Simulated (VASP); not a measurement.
# Ge (P6_3/mmc) in VASP: a series of runs

Aim: see how the results for Ge move with the level of theory and the settings. Levels: revPBE, PBEsol. Tasks: relaxation of cell and atoms, single point.

Everything below comes from runs of VASP 6.6.1. Logs are shortened: lines on timing, memory, paths and dates and some standing lists are left out, and cuts for length are marked.

## Step 1: The cell of the first run

Symmetry: P6_3/mmc, No. 194, hexagonal system. Conventional cell: a = 3.998 Å, b = 3.998 Å, c = 6.599 Å, α = 90.00°, β = 90.00°, γ = 120.00°. Within 3.2 Å of Ge (site symmetry 3m) lie 4 Ge at 2.45 to 2.47 Å.

## Step 2: Relaxation of cell and atoms, revPBE

Contents of INCAR:

```
SYSTEM = Ge
PREC = Accurate ; ENCUT = 600
EDIFF = 1E-6 ; ISMEAR = -1
SIGMA = 0.05 ; LREAL = .FALSE.
LASPH = .TRUE. ; NELM = 60
ALGO = Normal ; ISIF = 3
LWAVE = .FALSE. ; LCHARG = .FALSE.
GGA = RE ; IBRION = 2
NSW = 60 ; EDIFFG = -0.01
```

Contents of KPOINTS:

```
Automatic mesh
0
G
  8 8 4
  0 0 0
```

Contents of POSCAR:

```
Ge
1.0
    3.9975858431      0.0000000000      0.0000000000
   -1.9987929216      3.4620108940      0.0000000000
    0.0000000000      0.0000000000      6.5993779500
Ge
4
Direct
    0.3333333333      0.6666666667      0.9370987500
    0.6666666667      0.3333333333      0.4370987500
    0.3333333333      0.6666666667      0.5629012500
    0.6666666667      0.3333333333      0.0629012500
```

Potentials or basis: VASP PAW PBE potentials, release 64 (Ge_d).

Run with:

```bash
$ cat potpaw_PBE.64/Ge_d/POTCAR > POTCAR
$ mpirun -np 1 vasp_std > vasp.out
```

OUTCAR:

```text
SYSTEM = Ge
   PREC = Accurate
   ENCUT = 600
   EDIFF = 1E-6
   ISMEAR = -1
   LREAL = .FALSE.
   LASPH = .TRUE.
   NELM = 60
   ISIF = 3
   GGA = RE
   IBRION = 2
   NSW = 60
   EDIFFG = -0.01

 ion  position               nearest neighbor table
   1  0.333  0.667  0.937-   4 2.45   4 2.45   4 2.45   3 2.47
   2  0.667  0.333  0.437-   3 2.45   3 2.45   3 2.45   4 2.47
   3  0.333  0.667  0.563-   2 2.45   2 2.45   2 2.45   1 2.47
   4  0.667  0.333  0.063-   1 2.45   1 2.45   1 2.45   2 2.47

  LATTYP: Found a hexagonal cell.
 ALAT       =     3.9975858431
 C/A-ratio  =     1.6508408347

  Lattice vectors:

 A1 = (   3.9975858431,   0.0000000000,   0.0000000000)
 A2 = (  -1.9987929216,   3.4620108940,   0.0000000000)
 A3 = (   0.0000000000,   0.0000000000,   6.5993779500)

Analysis of symmetry for initial positions (statically):
=====================================================================
 Subroutine PRICEL returns:
 Original cell was already a primitive cell.

 Routine SETGRP: Setting up the symmetry group for a
 hexagonal supercell.

 Subroutine GETGRP returns: Found 24 space group operations
 (whereof 12 operations were pure point group operations)
 out of a pool of 24 trial point group operations.

The static configuration has the point symmetry D_3d.
 The point group associated with its full space group is D_6h.

Analysis of symmetry for dynamics (positions and initial velocities):
=====================================================================
 Subroutine PRICEL returns:
 Original cell was already a primitive cell.

 Routine SETGRP: Setting up the symmetry group for a
 hexagonal supercell.

 Subroutine GETGRP returns: Found 24 space group operations
 (whereof 12 operations were pure point group operations)
 out of a pool of 24 trial point group operations.

The dynamic configuration has the point symmetry D_3d.
 The point group associated with its full space group is D_6h.

 Subroutine INISYM returns: Found 24 space group operations
 (whereof 12 operations are pure point group operations),
 and found     1 'primitive' translations

----------------------------------------------------------------------------------------

                                     Primitive cell

  volume of cell :      91.3333

  direct lattice vectors                    reciprocal lattice vectors
     3.997585843  0.000000000  0.000000000     0.250150976  0.144424733  0.000000000
    -1.998792922  3.462010894  0.000000000     0.000000000  0.288849467  0.000000000
     0.000000000  0.000000000  6.599377950     0.000000000  0.000000000  0.151529433

  length of vectors
     3.997585843  3.997585843  6.599377950     0.288849467  0.288849467  0.151529433

  position of ions in fractional coordinates (direct lattice)
[... 83 lines left out ...]
   EDIFF  = 0.1E-05   stopping-criterion for ELM
   LREAL  =      F    real-space projection
   EDIFFG = -.1E-01   stopping-criterion for IOM
   NSW    =     60    number of steps for IOM
   IBRION =      2    ionic relax: 0-MD 1-quasi-New 2-CG
   NFREE  =      1    steps in history (QN), initial steepest desc. (CG)
   ISIF   =      3    stress and relaxation
   ISYM   =      2    0-nonsym 1-usesym 2-fastsym
   POTIM  = 0.5000    time-step for ionic-motion
   TEBEG  =    0.0;   TEEND  =   0.0 temperature during run
   PSTRESS=    0.0 pullay stress
   NELECT =      56.0000    total number of electrons
   NUPDOWN=      -1.0000    fix difference up-down
   EMIN   =  10.00;   EMAX   =-10.00  energy-range for DOS
   EFERMI =   0.00;   METHOD = LEGACY
   ISMEAR =    -1;   SIGMA  =   0.05  broadening in eV -4-tet -1-fermi 0-gaus
   EFERMI_NEDOS =   21; number of points for ismear=-14 and -15
   IALGO  =     38    algorithm
   IMIX   =      4    mixing-type and parameters
     AMIX     =   0.40;   BMIX     =  1.00
     AMIX_MAG =   1.60;   BMIX_MAG =  1.00
  volume/ion in A,a.u.               =      22.83       154.09
  Fermi-wavevector in a.u.,A,eV,Ry     =   1.390789  2.628209 26.317650  1.934293
  Thomas-Fermi vector in A             =   2.514690
   LORBIT       =      0    0 simple, 1 ext, 2 COOP (PROOUT), +10 PAW based schemes
   GGA     = RE    functional components
   LHFCALC =     F    Hartree Fock is set to
   AEXX    =    0.0000 exact exchange contribution
   IVDW    =     0    specifies the selected vdW correction
   LEPSILON=     F    determine dielectric tensor
   LRPA    =     F    only Hartree local field effects (RPA)
 conjugate gradient relaxation of ions
 non-spin polarized calculation
  energy-cutoff  :      600.00
  volume of cell :       91.33
 maximum number of plane-waves:      3070
 NGX is ok and might be reduce to    32
   NGX = 15   NGY = 15   NGZ = 27

--------------------------------------- Ionic step        1  -------------------------------------------

 number of electron      55.9999987 magnetization

 Free energy of the ion-electron system (eV)
  ---------------------------------------------------
  ext. energy  EPLUGINS =         0.00000000
  ---------------------------------------------------
  free energy    TOTEN  =       -16.78531863 eV

  energy without entropy =      -16.78407198  energy(sigma->0) =      -16.78469531

 E-fermi :   5.1118     XC(G=0):  -9.7514

 val. band max:        5.0252478834   @ k =   0.0000   0.0000   0.0000
 cond. band min:       5.1213763590   @ k =   0.0000   0.0000   0.0000
 fundamental gap:      0.0961284756
 Fermi energy:         5.1117731720

 k-point     1 :       0.0000    0.0000    0.0000
  band No.  band energies     occupation
      1     -19.8710      2.00000
      2     -19.8710      2.00000
      3     -19.8332      2.00000
      4     -19.8330      2.00000
      5     -19.8330      2.00000
      6     -19.8203      2.00000
[... 962 lines left out ...]
  FREE ENERGIE OF THE ION-ELECTRON SYSTEM (eV)
  ---------------------------------------------------
  free  energy   TOTEN  =       -16.8604084612 eV

  energy  without entropy=      -16.8589470139  energy(sigma->0) =      -16.85967774

[... ionic steps 4 to 9 ...]

--------------------------------------- Ionic step       10  -------------------------------------------

 number of electron      56.0000013 magnetization

------------------------ aborting loop because EDIFF is reached ----------------------------------------
[... 71 lines left out ...]
--------------------------------------- Ionic step       12  -------------------------------------------

 number of electron      56.0000013 magnetization

 Free energy of the ion-electron system (eV)
  ---------------------------------------------------
  ext. energy  EPLUGINS =         0.00000000
  ---------------------------------------------------
  free energy    TOTEN  =       -16.86053836 eV

  energy without entropy =      -16.85899678  energy(sigma->0) =      -16.85976757

 E-fermi :   4.3755     XC(G=0):  -9.4393

 val. band max:        4.3037992405   @ k =   0.0000   0.0000   0.0000
 cond. band min:       4.4229565884   @ k =   0.0000   0.0000   0.2500
 fundamental gap:      0.1191573479
 Fermi energy:         4.3754617779

 k-point     1 :       0.0000    0.0000    0.0000
  band No.  band energies     occupation
      1     -20.3917      2.00000
      2     -20.3917      2.00000
      3     -20.3608      2.00000
      4     -20.3601      2.00000
      5     -20.3601      2.00000
      6     -20.3482      2.00000
[... 886 lines left out ...]
  FREE ENERGIE OF THE ION-ELECTRON SYSTEM (eV)
  ---------------------------------------------------
  free  energy   TOTEN  =       -16.8605383597 eV

  energy  without entropy=      -16.8589967822  energy(sigma->0) =      -16.85976757

 reached required accuracy - stopping structural energy minimisation
```

CONTCAR:

```text
Ge
   1.00000000000000
     4.0881657763082710   -0.0000000000013076   -0.0000000000000000
    -2.0440828882064013    3.5404554172366249   -0.0000000000000000
     0.0000000000000000    0.0000000000000000    6.7342358896314636
  Ge
     4
Direct
     0.3333333332999970    0.6666666667000030    0.9373042757398190
     0.6666666667000030    0.3333333332999970    0.4373042757398190
     0.3333333332999970    0.6666666667000030    0.5626957242601810
     0.6666666667000030    0.3333333332999970    0.0626957242601810

  0.00000000E+00  0.00000000E+00  0.00000000E+00
  0.00000000E+00  0.00000000E+00  0.00000000E+00
  0.00000000E+00  0.00000000E+00  0.00000000E+00
  0.00000000E+00  0.00000000E+00  0.00000000E+00
```

Run time: 10 min. Hardware: 1 thread of AMD EPYC 7R13, shared host; peak memory 0.24 GiB.

Results:

```yaml
Free_energy: -16.8605 eV
Relaxed_volume: 24.37 Å³/atom
Relaxed_cell: a = 4.088 Å, b = 4.088 Å, c = 6.734 Å, α = 90.00°, β = 90.00°, γ = 120.00°
Space_group_after_relaxing_to_0.05_Å: P6_3/mmc (No. 194)
Energy_gained_by_relaxing: 18.8 meV/atom
Ionic_steps: 12
Pressure_after_relaxing: 0.0 GPa
Band_gap_on_the_k_mesh: 0.12 eV, indirect (least direct gap 0.22 eV)
```

The path:
| step | energy change (eV) | largest force (eV/Å) | pressure (GPa) | volume (Å³) |
| --- | --- | --- | --- | --- |
| 1 | 0.0000 | 0.0148 | 4.14 | 91.33 |
| 2 | -0.0689 | 0.0439 | -1.19 | 99.35 |
| 3 | -0.0751 | 0.0290 | 0.09 | 97.39 |
| 4 | -0.0751 | 0.0314 | -0.02 | 97.52 |
| 5 | -0.0752 | 0.0037 | -0.11 | 97.53 |
| 6 | -0.0752 | 0.0003 | -0.08 | 97.54 |
| 7 | -0.0752 | 0.0073 | 0.27 | 97.38 |
| 8 | -0.0752 | 0.0005 | -0.02 | 97.49 |
| 9 | -0.0752 | 0.0032 | 0.06 | 97.47 |
| 10 | -0.0752 | 0.0003 | -0.11 | 97.47 |
| 11 | -0.0752 | 0.0034 | 0.07 | 97.47 |
| 12 | -0.0752 | 0.0007 | 0.02 | 97.47 |

Final structure:
```
Ge
1.0
     4.08817    0.00000    0.00000
    -2.04408    3.54046    0.00000
     0.00000    0.00000    6.73424
Ge
4
Direct
  0.33333 0.66667 0.93730
  0.66667 0.33333 0.43730
  0.33333 0.66667 0.56270
  0.66667 0.33333 0.06270
```

Levels at points of the mesh, in eV from the valence-band top:
| k point | band 26 | band 27 | band 28 | band 29 | band 30 | band 31 |
| --- | --- | --- | --- | --- | --- | --- |
| (0.00, 0.00, 0.00) | -0.38 | -0.07 | 0.00 | 0.23 | 0.23 | 2.40 |
| (0.50, 0.00, 0.00) | -2.72 | -2.42 | -1.22 | 0.78 | 1.64 | 3.77 |
| (0.00, 0.00, 0.50) | -0.67 | -0.67 | -0.67 | 0.66 | 0.66 | 3.45 |
| (0.50, 0.00, 0.50) | -2.24 | -2.11 | -2.11 | 0.69 | 0.69 | 2.33 |

Caveat: the PAW data sets were made with another functional, which shifts forces and pressure a little.

(Continued in part 2 of 3.)
